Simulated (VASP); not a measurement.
# Ge2Sb2Te5 in VASP: further runs, part 2 of 2

VASP 6.6.1.

## Step 5: Single point, LDA

Input file INCAR:

```
SYSTEM = Ge2Sb2Te5
ALGO = Normal
EDIFF = 1E-6
ENCUT = 520
GGA = CA
ISIF = 2
ISMEAR = -1
LASPH = .True.
LCHARG = .False.
LREAL = .False.
LWAVE = .False.
NBANDS = 44
NELM = 80
PREC = Accurate
SIGMA = 0.05
```

Input file KPOINTS:

```
k-points
0
Gamma
  5 5 4
  0 0 0
```

Input file POSCAR:

```
Ge2Sb2Te5
1.0
    6.8391360000     -3.0660060000      0.0000000000
    6.8391360000      3.0660060000      0.0000000000
   -6.8309770000      0.0000000000      6.8476090000
Te Sb Ge
5 2 2
Direct
    0.5947020000      0.5947020000      0.3864330000
    0.7952880000      0.7952880000      0.1961120000
    0.0083240000      0.0083240000      0.0064350000
    0.2065190000      0.2065190000      0.8098030000
    0.3999590000      0.3999590000      0.5971180000
    0.9017080000      0.9017080000      0.5878730000
    0.1118700000      0.1118700000      0.4173520000
    0.2842870000      0.2842870000      0.1878300000
    0.4973430000      0.4973430000      0.0110440000
```

Potentials or basis: VASP PAW LDA potentials, release 64 (Te, Sb, Ge_d).

Command:

```console
$ cat potpaw_LDA.64/Te/POTCAR potpaw_LDA.64/Sb/POTCAR potpaw_LDA.64/Ge_d/POTCAR > POTCAR
$ mpirun -np 1 vasp_std > vasp.out
```

OUTCAR:

```text
SYSTEM = Ge2Sb2Te5
   EDIFF = 1E-6
   ENCUT = 520
   GGA = CA
   ISIF = 2
   ISMEAR = -1
   LASPH = .True.
   LREAL = .False.
   NELM = 80
   PREC = Accurate

 ion  position               nearest neighbor table
   1  0.595  0.595  0.386-   9 2.85   7 3.07   7 3.07   6 3.14   8 3.19
   2  0.795  0.795  0.196-   6 2.95   8 3.07   8 3.07   9 3.08   7 3.20
   3  0.008  0.008  0.006-   8 2.82   9 3.07   9 3.07   7 3.14   6 3.19
   4  0.207  0.207  0.810-   9 2.95   8 3.00   7 3.02   6 3.06
   5  0.400  0.400  0.597-   7 2.98   8 3.05   6 3.07   6 3.07   9 3.20
   6  0.902  0.902  0.588-   2 2.95   4 3.06   5 3.07   5 3.07   1 3.14   3 3.19
   7  0.112  0.112  0.417-   5 2.98   4 3.02   1 3.07   1 3.07   3 3.14   2 3.20
   8  0.284  0.284  0.188-   3 2.82   4 3.00   5 3.05   2 3.07   2 3.07   1 3.19
   9  0.497  0.497  0.011-   1 2.85   4 2.95   3 3.07   3 3.07   2 3.08   5 3.20

  LATTYP: Found a base centered monoclinic cell.
 ALAT       =    13.6782720000
 B/A-ratio  =     0.4483031190
 C/A-ratio  =     0.7071235363
 COS(beta)  =    -0.7062464773

  Lattice vectors:

 A1 = (   6.8391360000,  -3.0660060000,   0.0000000000)
 A2 = (   6.8391360000,   3.0660060000,   0.0000000000)
 A3 = (  -6.8309770000,   0.0000000000,   6.8476090000)

Analysis of symmetry for initial positions (statically):
=====================================================================
 Subroutine PRICEL returns:
 Original cell was already a primitive cell.

 Routine SETGRP: Setting up the symmetry group for a
 base centered monoclinic supercell.

 Subroutine GETGRP returns: Found  2 space group operations
 (whereof  2 operations were pure point group operations)
 out of a pool of  4 trial point group operations.

The static configuration has the point symmetry C_1h.

Analysis of symmetry for dynamics (positions and initial velocities):
=====================================================================
 Subroutine PRICEL returns:
 Original cell was already a primitive cell.

[... 142 lines left out ...]
  volume/ion in A,a.u.               =      31.91       215.33
  Fermi-wavevector in a.u.,A,eV,Ry     =   1.012815  1.913943 13.956774  1.025794
  Thomas-Fermi vector in A             =   2.145947
   LORBIT       =      0    0 simple, 1 ext, 2 COOP (PROOUT), +10 PAW based schemes
   GGA     = CA    functional components
   LHFCALC =     F    Hartree Fock is set to
   AEXX    =    0.0000 exact exchange contribution
   IVDW    =     0    specifies the selected vdW correction
   LEPSILON=     F    determine dielectric tensor
   LRPA    =     F    only Hartree local field effects (RPA)
 non-spin polarized calculation
  energy-cutoff  :      520.00
  volume of cell :      287.17
 maximum number of plane-waves:      7768
   NGX = 27   NGY = 27   NGZ = 35

 number of electron      68.0000002 magnetization

 Free energy of the ion-electron system (eV)
  ---------------------------------------------------
  ext. energy  EPLUGINS =         0.00000000
  ---------------------------------------------------
  free energy    TOTEN  =       -39.21531055 eV

  energy without entropy =      -39.20976872  energy(sigma->0) =      -39.21253964

 E-fermi :   5.1133     XC(G=0):  -9.3791

 val. band max:        4.9998447270   @ k =  -0.2000   0.4000   0.2500
 cond. band min:       5.2544246130   @ k =  -0.4000   0.2000  -0.0000
 fundamental gap:      0.2545798860
 Fermi energy:         5.1132846556

 k-point     1 :       0.0000    0.0000    0.0000
  band No.  band energies     occupation
      1     -19.6575      2.00000
      2     -19.6495      2.00000
      3     -19.6460      2.00000
      4     -19.6428      2.00000
      5     -19.6420      2.00000
      6     -19.6388      2.00000
[... 1117 lines left out ...]
     43       9.4270      0.00000
     44       9.7086      0.00000

 [... further k-points ...]
[... 5 lines left out ...]
  --------------------------------------------------------------------------------------
  -------------------------------------------------------------------------------------
  Total       -5.8031492     -6.5220885     -5.9901762      0.0000000      0.0000000     -0.1837405
  in kB      -32.3765917    -36.3876559    -33.4200417      0.0000000      0.0000000     -1.0251142
  external PRESSURE =     -34.0614298 kB  Pullay stress =       0.0000000 kB

 VOLUME and BASIS-vectors are now :
 -----------------------------------------------------------------------------
  energy-cutoff  :      520.00
  volume of cell :      287.17
      direct lattice vectors                 reciprocal lattice vectors
     6.839136000 -3.066006000  0.000000000     0.073108650 -0.163078611  0.072931078
     6.839136000  3.066006000  0.000000000     0.073108650  0.163078611  0.072931078
    -6.830977000  0.000000000  6.847609000     0.000000000  0.000000000  0.146036376

 POSITION                                       TOTAL-FORCE (eV/Angst)
 -----------------------------------------------------------------------------------
      5.49478      0.00000      2.64614         0.108421      0.000000     -0.046535
      9.53853      0.00000      1.34290        -0.068405      0.000000      0.106733
      0.06990      0.00000      0.04406         0.122942      0.000000      0.100600
     -2.70692      0.00000      5.54521         0.052351      0.000000     -0.060119
      1.39185      0.00000      4.08883        -0.028652      0.000000     -0.095178
      8.31806      0.00000      4.02552         0.057779      0.000000     -0.140465
     -1.32073      0.00000      2.85786        -0.012206      0.000000      0.062600
      2.60549      0.00000      1.28619        -0.219322      0.000000     -0.058944
      6.72735      0.00000      0.07562        -0.012909      0.000000      0.131306
 -----------------------------------------------------------------------------------
    total drift:                               -0.000915      0.000000      0.001032

  FREE ENERGIE OF THE ION-ELECTRON SYSTEM (eV)
  ---------------------------------------------------
  free  energy   TOTEN  =       -39.2153105513 eV

  energy  without entropy=      -39.2097687236  energy(sigma->0) =      -39.21253964
```

OSZICAR:

```text
N       E                     dE             d eps       ncg     rms          rms(c)
DAV:   1     0.607918204712E+03    0.60792E+03   -0.27060E+04  3552   0.199E+03
DAV:   2     0.577801098262E+02   -0.55014E+03   -0.52806E+03  3216   0.568E+02
DAV:   3    -0.334033780324E+02   -0.91183E+02   -0.88832E+02  3428   0.151E+02
DAV:   4    -0.393631950607E+02   -0.59598E+01   -0.58879E+01  3516   0.459E+01
DAV:   5    -0.395787813546E+02   -0.21559E+00   -0.21510E+00  4080   0.892E+00    0.997E+00
DAV:   6    -0.392278018630E+02    0.35098E+00   -0.65363E-01  3620   0.343E+00    0.701E+00
DAV:   7    -0.392224431672E+02    0.53587E-02   -0.30814E-01  3824   0.181E+00    0.170E+00
DAV:   8    -0.392153289879E+02    0.71142E-02   -0.34093E-02  3340   0.822E-01    0.765E-01
DAV:   9    -0.392153641420E+02   -0.35154E-04   -0.62955E-03  3644   0.304E-01    0.174E-01
DAV:  10    -0.392153002915E+02    0.63851E-04   -0.48586E-04  3524   0.104E-01    0.767E-02
DAV:  11    -0.392153109314E+02   -0.10640E-04   -0.12091E-04  3532   0.405E-02    0.411E-02
DAV:  12    -0.392153104914E+02    0.44005E-06   -0.10313E-05  3116   0.140E-02    0.145E-02
DAV:  13    -0.392153105513E+02   -0.59954E-07   -0.13494E-06  2032   0.578E-03
   1 F= -.39215311E+02 E0= -.39212540E+02  d E =-.554183E-02
```

Wall time 17 min (1 thread of AMD EPYC 7R13, shared host); peak memory 0.59 GiB.

Results:

```yaml
Free_energy: -39.2153 eV
Pressure: -3.4 GPa
Largest_force: 0.227 eV/Å
Band_gap_on_the_k_mesh: 0.25 eV (least direct gap 0.32 eV)
```

Forces on the atoms (eV/Å):
```
Te   0.108  0.000 -0.047
Te  -0.068  0.000  0.107
Te   0.123  0.000  0.101
Te   0.052  0.000 -0.060
Te  -0.029  0.000 -0.095
Sb   0.058  0.000 -0.140
Sb  -0.012  0.000  0.063
Ge  -0.219  0.000 -0.059
Ge  -0.013  0.000  0.131
```

Levels at points of the mesh, in eV from the valence-band top:
| k point | band 30 | band 31 | band 32 | band 33 | band 34 | band 35 | band 36 | band 37 | band 38 | band 39 |
| --- | --- | --- | --- | --- | --- | --- | --- | --- | --- | --- |
| (0.00, 0.00, 0.00) | -1.36 | -0.75 | -0.44 | -0.37 | -0.36 | 1.05 | 1.35 | 2.43 | 2.48 | 3.45 |
| (0.00, 0.00, 0.50) | -1.28 | -0.67 | -0.66 | -0.57 | -0.27 | 0.71 | 1.48 | 1.84 | 2.55 | 2.76 |

Caveat: the cell stands under tension; semilocal functionals underestimate gaps, and a narrow one can read as zero; spin-orbit coupling is left out, which moves the levels of the heavy elements. A k mesh can miss the band edges.

## Step 6: Single point, PBE

INCAR, as its differences from that of step 5:

```diff
@@ -4,3 +4,3 @@
 ENCUT = 520
-GGA = CA
+GGA = PE
 ISIF = 2
@@ -12,3 +12,3 @@
 NBANDS = 44
-NELM = 80
+NELM = 100
 PREC = Accurate
```

Input file KPOINTS:

```
k-points
0
Gamma
  4 4 3
  0 0 0
```

POSCAR, as its differences from that of step 5:

```diff
@@ -2,5 +2,5 @@
 1.0
-    6.8391360000     -3.0660060000      0.0000000000
-    6.8391360000      3.0660060000      0.0000000000
-   -6.8309770000      0.0000000000      6.8476090000
+    6.8697960600     -3.1343973600      0.0000000000
+    6.8084759400      2.9976146400      0.0000000000
+   -6.8309770000      0.0683097700      6.8476090000
 Te Sb Ge
```

Potentials or basis: VASP PAW PBE potentials, release 64 (Te, Sb, Ge_d).

Command:

```console
$ cat potpaw_PBE.64/Te/POTCAR potpaw_PBE.64/Sb/POTCAR potpaw_PBE.64/Ge_d/POTCAR > POTCAR
$ mpirun -np 1 vasp_std > vasp.out
```

Run time: 8.3 min. Hardware: 1 thread of Intel Xeon Platinum 8375C at 2.90GHz (Ice Lake), shared host; peak memory 0.69 GiB.

Results (log left out):

```yaml
Free_energy: -33.5900 eV
Pressure: -0.2 GPa
Largest_force: 0.150 eV/Å
Band_gap_on_the_k_mesh: zero (filled and empty bands touch)
```

Forces on the atoms (eV/Å):
```
Te   0.029 -0.037  0.031
Te   0.062  0.021 -0.023
Te  -0.008 -0.031 -0.021
Te   0.045 -0.003 -0.030
Te   0.048  0.005 -0.038
Sb   0.009  0.008 -0.064
Sb   0.012  0.000  0.059
Ge  -0.147  0.015  0.025
Ge  -0.049  0.023  0.061
```

Stress tensor (GPa, compression positive):
```
-0.20  0.29 -0.10
 0.29 -0.14  0.00
-0.10  0.00 -0.14
```

Levels at points of the mesh, in eV from the Fermi level:
| k point | band 30 | band 31 | band 32 | band 33 | band 34 | band 35 | band 36 | band 37 | band 38 | band 39 |
| --- | --- | --- | --- | --- | --- | --- | --- | --- | --- | --- |
| (0.00, 0.00, 0.00) | -1.47 | -0.85 | -0.54 | -0.46 | -0.45 | 1.00 | 1.29 | 2.38 | 2.42 | 3.41 |
| (0.50, 0.00, 0.00) | -1.07 | -0.78 | -0.72 | -0.58 | -0.07 | -0.02 | 0.53 | 0.64 | 1.10 | 1.30 |
| (0.00, 0.50, 0.00) | -0.96 | -0.85 | -0.75 | -0.59 | -0.03 | 0.05 | 0.53 | 0.65 | 1.13 | 1.29 |
| (0.50, 0.50, 0.00) | -2.36 | -2.30 | -0.91 | -0.83 | -0.82 | 2.09 | 2.59 | 2.77 | 3.02 | 3.23 |

Caveat: spin-orbit coupling is left out, which moves the levels of the heavy elements.

## Step 7: The runs side by side

| level | potentials or basis | cell | k mesh | gap on the mesh (eV) | pressure (GPa) | largest force (eV/Å) |
| --- | --- | --- | --- | --- | --- | --- |
| r2SCAN | VASP PAW PBE potentials, release 64 (Te, Sb, Ge_d) | a = 7.495, b = 7.495, c = 9.672 Å, angles 130.1, 130.1, 48.3°, 9 atoms, atomic positions A | 4 × 4 × 3 | 0.03 | -1.1 | 0.24 |
| BLYP | VASP PAW PBE potentials, release 64 (Te, Sb, Ge_d) | a = 8.099, b = 8.099, c = 10.425 Å, angles 128.7, 128.7, 45.6°, 9 atoms, atomic positions B | 5 × 5 × 4 | 0.54 | 0.1 | 0.06 |
| LDA | VASP PAW LDA potentials, release 64 (Te, Sb, Ge_d) | a = 7.289, b = 7.289, c = 9.418 Å, angles 130.5, 130.5, 48.3°, 9 atoms, atomic positions C | 5 × 5 × 4 | 0.13 | 0.1 | 0.03 |
| LDA | VASP PAW LDA potentials, release 64 (Te, Sb, Ge_d) | a = 7.495, b = 7.495, c = 9.672 Å, angles 130.1, 130.1, 48.3°, 9 atoms, atomic positions A | 5 × 5 × 4 | 0.25 | -3.4 | 0.23 |
| PBE | VASP PAW PBE potentials, release 64 (Te, Sb, Ge_d) | a = 7.551, b = 7.439, c = 9.672 Å, angles 130.1, 130.2, 48.3°, 9 atoms, atomic positions A | 4 × 4 × 3 | none | -0.2 | 0.15 |

Alike in all rows: task single point; no spin polarisation; cutoff (eV) 520; smearing fermi-dirac 0.05 eV.

Caveats: spin-orbit coupling is left out, which moves the levels of the heavy elements; semilocal functionals underestimate gaps, and a narrow one can read as zero (at least some runs); the PAW data sets were made with another functional, which shifts forces and pressure a little (at least some runs); the cell stands under tension (at least some runs).

Absolute energies hang on the potentials; compare differences alone.

The gap in the log of VASP goes by the Fermi energy; the results here count the filled bands.